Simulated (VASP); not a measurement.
# P (I-42d) in VASP: relaxation of cell and atoms with PBE

Aim: the relaxation of cell and atoms of P with PBE.

Program: VASP 6.6.1. These are calculated values, not measurements. Logs are shortened: lines on timing, memory, paths and dates and some standing lists are left out, and cuts for length are marked.

## (1) The cell of the first run

Symmetry: I-42d, No. 122, tetragonal system. The conventional cell has a = 7.878 Å, b = 7.878 Å, c = 6.438 Å, α = 90.00°, β = 90.00°, γ = 90.00°. P (site symmetry 1) has 3 P at 2.25 to 2.26 Å within 3.0 Å.

The cell was generated, and may not be a known phase.

## (2) Relaxation of cell and atoms, PBE

INCAR

```
SYSTEM = P
PREC = Accurate
ENCUT = 600
EDIFF = 1E-7
ISMEAR = 0
SIGMA = 0.02
LREAL = .False.
LASPH = .True.
NELM = 100
ALGO = Normal
ISIF = 3
LWAVE = .False.
LCHARG = .False.
GGA = PE
IBRION = 2
NSW = 100
EDIFFG = -0.01
```

KPOINTS

```
Automatic mesh
0
Gamma
  6 6 6
  0 0 0
```

POSCAR

```
P
1.0
   -3.9390490000      3.9390490000      3.2191620000
    3.9390490000     -3.9390490000      3.2191620000
    3.9390490000      3.9390490000     -3.2191620000
P
8
Direct
    0.2767905000      0.4071735000      0.7505030000
    0.6566705000      0.5262875000      0.2494970000
    0.2762875000      0.9066705000      0.7494970000
    0.1571735000      0.5267905000      0.2505030000
    0.0933295000      0.8428265000      0.3696170000
    0.4732095000      0.7237125000      0.6303830000
    0.5928265000      0.3433295000      0.8696170000
    0.4737125000      0.7232095000      0.1303830000
```

Potentials or basis: VASP PAW PBE potentials, release 64 (P).

The run is started by

```
> cat potpaw_PBE.64/P/POTCAR > POTCAR
> mpirun -np 1 vasp_std > vasp.out
```

OUTCAR:

```text
SYSTEM = P
   PREC = Accurate
   ENCUT = 600
   EDIFF = 1E-7
   ISMEAR = 0
   LREAL = .False.
   LASPH = .True.
   NELM = 100
   ISIF = 3
   GGA = PE
   IBRION = 2
   NSW = 100
   EDIFFG = -0.01

 ion  position               nearest neighbor table
   1  0.277  0.407  0.751-   6 2.25   7 2.26   8 2.26
   2  0.657  0.526  0.249-   5 2.25   8 2.26   7 2.26
   3  0.276  0.907  0.749-   7 2.25   6 2.26   5 2.26
   4  0.157  0.527  0.251-   8 2.25   5 2.26   6 2.26
   5  0.093  0.843  0.370-   2 2.25   4 2.26   3 2.26
   6  0.473  0.724  0.630-   1 2.25   3 2.26   4 2.26
   7  0.593  0.343  0.870-   3 2.25   1 2.26   2 2.26
   8  0.474  0.723  0.130-   4 2.25   2 2.26   1 2.26

  LATTYP: Found a body centered tetragonal cell.
 ALAT       =     7.8780980000
 C/A-ratio  =     0.8172434514

  Lattice vectors:

 A1 = (  -3.9390490000,   3.9390490000,   3.2191620000)
 A2 = (   3.9390490000,  -3.9390490000,   3.2191620000)
 A3 = (   3.9390490000,   3.9390490000,  -3.2191620000)

Analysis of symmetry for initial positions (statically):
=====================================================================
 Subroutine PRICEL returns:
 Original cell was already a primitive cell.

 Routine SETGRP: Setting up the symmetry group for a
 body centered tetragonal supercell.

 Subroutine GETGRP returns: Found  8 space group operations
 (whereof  4 operations were pure point group operations)
 out of a pool of 16 trial point group operations.

The static configuration has the point symmetry S_4 .
 The point group associated with its full space group is D_2d.

Analysis of symmetry for dynamics (positions and initial velocities):
=====================================================================
 Subroutine PRICEL returns:
 Original cell was already a primitive cell.

 Routine SETGRP: Setting up the symmetry group for a
 body centered tetragonal supercell.

 Subroutine GETGRP returns: Found  8 space group operations
 (whereof  4 operations were pure point group operations)
 out of a pool of 16 trial point group operations.

The dynamic configuration has the point symmetry S_4 .
 The point group associated with its full space group is D_2d.

 Subroutine INISYM returns: Found  8 space group operations
 (whereof  4 operations are pure point group operations),
 and found     1 'primitive' translations

----------------------------------------------------------------------------------------

                                     Primitive cell

  volume of cell :     199.7954

  direct lattice vectors                    reciprocal lattice vectors
    -3.939049000  3.939049000  3.219162000     0.000000000  0.126934191  0.155319925
     3.939049000 -3.939049000  3.219162000     0.126934191  0.000000000  0.155319925
     3.939049000  3.939049000 -3.219162000     0.126934191  0.126934191  0.000000000

  length of vectors
     6.433911565  6.433911565  6.433911565     0.200590548  0.200590548  0.179512055

  position of ions in fractional coordinates (direct lattice)
     0.276790500  0.407173500  0.750503000
     0.656670500  0.526287500  0.249497000
     0.276287500  0.906670500  0.749497000
     0.157173500  0.526790500  0.250503000
     0.093329500  0.842826500  0.369617000
     0.473209500  0.723712500  0.630383000
     0.592826500  0.343329500  0.869617000
     0.473712500  0.723209500  0.130383000

  ion indices of the primitive-cell ions
   primitive index   ion index
                 1           1
                 2           2
                 3           3
                 4           4
                 5           5
                 6           6
                 7           7
                 8           8

----------------------------------------------------------------------------------------

 KPOINTS: Automatic mesh

Automatic generation of k-mesh.
 Grid dimensions read from file:
 generate k-points for:    6    6    6

 Generating k-lattice:

  Cartesian coordinates                     Fractional coordinates (reciprocal lattice)
     0.000000000  0.021155699  0.025886654     0.166666667  0.000000000  0.000000000
     0.021155699  0.000000000  0.025886654     0.000000000  0.166666667  0.000000000
     0.021155699  0.021155699  0.000000000     0.000000000  0.000000000  0.166666667

  Length of vectors
     0.033431758  0.033431758  0.029918676

  Shift w.r.t. Gamma in fractional coordinates (k-lattice)
     0.000000000  0.000000000  0.000000000

 Subroutine IBZKPT returns following result:
 ===========================================

 Found     30 irreducible k-points:

 Following reciprocal coordinates:
            Coordinates               Weight
  0.000000  0.000000  0.000000      1.000000
  0.166667  0.000000 -0.000000      8.000000
  0.333333  0.000000  0.000000      8.000000
  0.500000  0.000000  0.000000      4.000000
  0.166667  0.166667 -0.000000      8.000000
  0.333333  0.166667 -0.000000     16.000000
[... 16 lines left out ...]
 -0.333333 -0.333333  0.166667      8.000000
 -0.166667 -0.333333  0.166667      8.000000
 [... further k-points ...]
   k-points           NKPTS =     30   k-points in BZ     NKDIM =     30   number of bands    NBANDS=     25
   number of dos      NEDOS =    301   number of ions     NIONS =      8
   total plane-waves  NPLWV = 157464
   dimension x,y,z NGX =    54 NGY =   54 NGZ =   54
   dimension x,y,z NGXF=   108 NGYF=  108 NGZF=  108
   ions per type =               8
   NGX,Y,Z   is equivalent  to a cutoff of  13.95, 13.95, 13.95 a.u.
   NGXF,Y,Z  is equivalent  to a cutoff of  27.91, 27.91, 27.91 a.u.
 SYSTEM =  P
   PREC   = accura    normal or accurate (medium, high low for compatibility)
   ISTART =      0    job   : 0-new  1-cont  2-samecut
   ICHARG =      2    charge: 1-file 2-atom 10-const
   ISPIN  =      1    spin polarized calculation?
   LNONCOLLINEAR =      F non collinear calculations
   LSORBIT =      F    spin-orbit coupling
   LASPH  =      T    aspherical Exc in radial PAW
   ENCUT  =  600.0 eV  44.10 Ry    6.64 a.u.  12.85 12.85 12.85*2*pi/ulx,y,z
   NELM   =    100;   NELMIN=  2; NELMDL= -5     # of ELM steps
   EDIFF  = 0.1E-06   stopping-criterion for ELM
   LREAL  =      F    real-space projection
   EDIFFG = -.1E-01   stopping-criterion for IOM
   NSW    =    100    number of steps for IOM
   IBRION =      2    ionic relax: 0-MD 1-quasi-New 2-CG
   NFREE  =      1    steps in history (QN), initial steepest desc. (CG)
   ISIF   =      3    stress and relaxation
   ISYM   =      2    0-nonsym 1-usesym 2-fastsym
   POTIM  = 0.5000    time-step for ionic-motion
   TEBEG  =    0.0;   TEEND  =   0.0 temperature during run
   PSTRESS=    0.0 pullay stress
   NELECT =      40.0000    total number of electrons
   NUPDOWN=      -1.0000    fix difference up-down
   EMIN   =  10.00;   EMAX   =-10.00  energy-range for DOS
   EFERMI =   0.00;   METHOD = LEGACY
   ISMEAR =     0;   SIGMA  =   0.02  broadening in eV -4-tet -1-fermi 0-gaus
   EFERMI_NEDOS =   21; number of points for ismear=-14 and -15
   IALGO  =     38    algorithm
   IMIX   =      4    mixing-type and parameters
     AMIX     =   0.40;   BMIX     =  1.00
     AMIX_MAG =   1.60;   BMIX_MAG =  1.00
  volume/ion in A,a.u.               =      24.97       168.54
  Fermi-wavevector in a.u.,A,eV,Ry     =   0.957708  1.809805 12.479318  0.917204
  Thomas-Fermi vector in A             =   2.086750
   LORBIT       =      0    0 simple, 1 ext, 2 COOP (PROOUT), +10 PAW based schemes
   GGA     = PE    functional components
   LHFCALC =     F    Hartree Fock is set to
   AEXX    =    0.0000 exact exchange contribution
   IVDW    =     0    specifies the selected vdW correction
   LEPSILON=     F    determine dielectric tensor
   LRPA    =     F    only Hartree local field effects (RPA)
 conjugate gradient relaxation of ions
 non-spin polarized calculation
 Gauss-broadening in eV      SIGMA  =   0.02
  energy-cutoff  :      600.00
  volume of cell :      199.80
 maximum number of plane-waves:      6694
 NGX is ok and might be reduce to    54
   NGX = 25   NGY = 25   NGZ = 25

--------------------------------------- Ionic step        1  -------------------------------------------

 number of electron      40.0000004 magnetization

 Free energy of the ion-electron system (eV)
  ---------------------------------------------------
  ext. energy  EPLUGINS =         0.00000000
  ---------------------------------------------------
  free energy    TOTEN  =       -42.75171763 eV

  energy without entropy =      -42.75171763  energy(sigma->0) =      -42.75171763

------------------------ aborting loop because EDIFF is reached ----------------------------------------

  FORCE on cell =-STRESS in cart. coord.  units (eV):
  Direction    XX          YY          ZZ          XY          YZ          ZX
  --------------------------------------------------------------------------------------
  -------------------------------------------------------------------------------------
  Total       -0.2957103     -0.2957103     -0.3079998      0.0000000      0.0000000      0.0000000
  in kB       -2.3713271     -2.3713271     -2.4698776      0.0000000      0.0000000      0.0000000
  external PRESSURE =      -2.4041772 kB  Pullay stress =       0.0000000 kB
[... 69 lines left out ...]
  energy  without entropy=      -42.7516996179  energy(sigma->0) =      -42.75169962

--------------------------------------- Ionic step        3  -------------------------------------------

 number of electron      40.0000004 magnetization

 Free energy of the ion-electron system (eV)
  ---------------------------------------------------
  ext. energy  EPLUGINS =         0.00000000
  ---------------------------------------------------
  free energy    TOTEN  =       -42.75252472 eV

  energy without entropy =      -42.75252472  energy(sigma->0) =      -42.75252472

 E-fermi :   2.9163     XC(G=0):  -8.3110

 val. band max:        2.8110260449   @ k =   0.3333   0.1667   0.1667
 cond. band min:       4.4379049834   @ k =   0.5000   0.0000   0.0000
 fundamental gap:      1.6268789385
 Fermi energy:         2.9162767407

 k-point     1 :       0.0000    0.0000    0.0000
  band No.  band energies     occupation
      1     -11.5329      2.00000
      2      -8.8830      2.00000
      3      -8.5061      2.00000
      4      -8.5061      2.00000
      5      -6.0001      2.00000
      6      -5.7386      2.00000
[... 661 lines left out ...]
     24       5.6861      0.00000
     25       6.3282      0.00000

 [... further k-points ...]

------------------------ aborting loop because EDIFF is reached ----------------------------------------

  FORCE on cell =-STRESS in cart. coord.  units (eV):
  Direction    XX          YY          ZZ          XY          YZ          ZX
  --------------------------------------------------------------------------------------
  -------------------------------------------------------------------------------------
  Total        0.0213506      0.0213506      0.0051723      0.0000000      0.0000000      0.0000000
  in kB        0.1716779      0.1716779      0.0415897      0.0000000      0.0000000      0.0000000
  external PRESSURE =       0.1283152 kB  Pullay stress =       0.0000000 kB
[... 23 lines left out ...]
  FREE ENERGIE OF THE ION-ELECTRON SYSTEM (eV)
  ---------------------------------------------------
  free  energy   TOTEN  =       -42.7525247210 eV

  energy  without entropy=      -42.7525247210  energy(sigma->0) =      -42.75252472

 reached required accuracy - stopping structural energy minimisation
```

Wall time 4.7 min (1 thread of Intel Xeon 6975P-C (Granite Rapids), shared host); peak memory 0.47 GiB.

What came out:

* Free energy: -42.7525 eV
* Relaxed volume: 24.91 Å³/atom
* Relaxed cell: a = 6.428 Å, b = 6.428 Å, c = 6.428 Å, α = 104.50°, β = 104.50°, γ = 119.96°
* Space group after relaxing (to 0.1 Å): I-42d (No. 122)
* Energy gained by relaxing: 0.1 meV/atom
* Ionic steps: 3
* Pressure after relaxing: 0.0 GPa
* Largest force after relaxing: 0.007 eV/Å
* Band gap on the k mesh: 1.63 eV (least direct gap 1.71 eV)

Forces on the atoms (eV/Å):
```
P    0.007  0.001 -0.001
P   -0.007 -0.001 -0.001
P   -0.001 -0.007 -0.001
P    0.001  0.007 -0.001
P   -0.007  0.001  0.001
P    0.007 -0.001  0.001
P    0.001 -0.007  0.001
P   -0.001  0.007  0.001
```

The path:
```
step  energy change (eV)  largest force (eV/Å)  pressure (GPa)  volume (Å³)
   1              0.0000                0.0641           -0.24       199.80
   2              0.0000                0.0623            0.27       198.71
   3             -0.0008                0.0069            0.01       199.25
```

Final structure:
```yaml
crystal:
  lattice:
    - [-3.93554, 3.93554, 3.21617]
    - [3.93554, -3.93554, 3.21617]
    - [3.93554, 3.93554, -3.21617]
  atoms:
    - { symbol: P, position: [0.27708, 0.40743, 0.75067] }
    - { symbol: P, position: [0.65676, 0.52641, 0.24933] }
    - { symbol: P, position: [0.27641, 0.90676, 0.74933] }
    - { symbol: P, position: [0.15743, 0.52708, 0.25067] }
    - { symbol: P, position: [0.09324, 0.84257, 0.36965] }
    - { symbol: P, position: [0.47292, 0.72359, 0.63035] }
    - { symbol: P, position: [0.59257, 0.34324, 0.86965] }
    - { symbol: P, position: [0.47358, 0.72292, 0.13035] }
```

A k mesh can miss the band edges.
